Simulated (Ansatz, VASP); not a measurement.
Given: the input of a run of VASP 6.6.1 on NaH.

POSCAR

```
NaH
1.0
    0.0000000000      2.4400000000      2.4400000000
    2.4400000000      0.0000000000      2.4400000000
    2.4400000000      2.4400000000      0.0000000000
Na H
1 1
Direct
    0.0000000000      0.0000000000      0.0000000000
    0.5000000000      0.5000000000      0.5000000000
```

The input INCAR.step1:

```
SYSTEM = NaH
PREC = Accurate
ENCUT = 520
EDIFF = 1E-5
ISMEAR = -1
SIGMA = 0.05
LREAL = .False.
LASPH = .True.
NELM = 100
ALGO = Normal
ISIF = 2
LWAVE = .True.
LCHARG = .False.
GGA = PE
NBANDS = 11
```

INCAR.step2

```
SYSTEM = NaH
PREC = Accurate
ENCUT = 520
EDIFF = 1E-6
ISMEAR = -1
SIGMA = 0.05
LREAL = .False.
LASPH = .True.
NELM = 100
ALGO = Normal
ISIF = 2
LWAVE = .False.
LCHARG = .False.
GGA = PE
LHFCALC = .True.
AEXX = 0.05
HFSCREEN = 0.2
PRECFOCK = Normal
ISTART = 1
NBANDS = 11
```

KPOINTS

```
Automatic mesh
0
Gamma
  5 5 5
  0 0 0
```

Potentials or basis: VASP PAW PBE potentials, release 64 (Na_pv, H).

Run with:

```console
$ cat potpaw_PBE.64/Na_pv/POTCAR potpaw_PBE.64/H/POTCAR > POTCAR
$ cp INCAR.step1 INCAR
$ mpirun -np 1 vasp_std > vasp.out
$ cp INCAR.step2 INCAR
$ mpirun -np 1 vasp_std > vasp.out
```

Task: Set up the same calculation for Ansatz 0.2.0. Potentials there: Ansatz PAW.

Result: As run (the cutoff follows the program's own potentials):

input.yaml

```yaml
crystal:
  lattice:
    - [0.0, 2.44, 2.44]
    - [2.44, 0.0, 2.44]
    - [2.44, 2.44, 0.0]
  atoms:
    - { symbol: Na, position: [0.0, 0.0, 0.0] }
    - { symbol: H, position: [0.5, 0.5, 0.5] }
hamiltonian:
  xc: { exchange: pbe, correlation: pbe, exx: { coeff: 0.05, omega: 0.2 } }
  pseudopotentials: { kind: paw }
kpoints:
  mp_grid: { grid: [5, 5, 5] }
scf:
  occupations: { method: fermi_dirac, width: 0.05 }
output:
  forces: true
  stress: true
  eigenvalues: true
```

Potentials or basis: Ansatz PAW.

Run with:

```console
$ ansatz run input.yaml --threads 2 --pin off --max-ram 5632MiB --backend cpu --events-out ev --progress --plain --runs-dir out
```

Both were run:

|  | VASP | Ansatz | Ansatz less VASP |
| --- | --- | --- | --- |
| gap on the k mesh at the Fermi level (eV) | 4.75 | 4.75 | +0.002 |
| least direct gap on the mesh (eV) | 5.25 | 5.25 | +0.002 |
| pressure (GPa) | -0.7 | -0.7 | -0.04 |

VASP's potentials were made for PBE, not for PBE-based screened hybrid. The functional is the same, so the differences come from potentials, cutoffs and numerics. VASP's potentials hold 8 valence electrons a cell and Ansatz's 10, so a difference there can come from the potentials and not from the codes.

The k mesh is coarse, so the values compare programs but aren't converged. Noted on Ansatz's run: odd divisions of the mesh miss points on the zone boundary, where band edges often lie, so the gap on the mesh can be too wide.
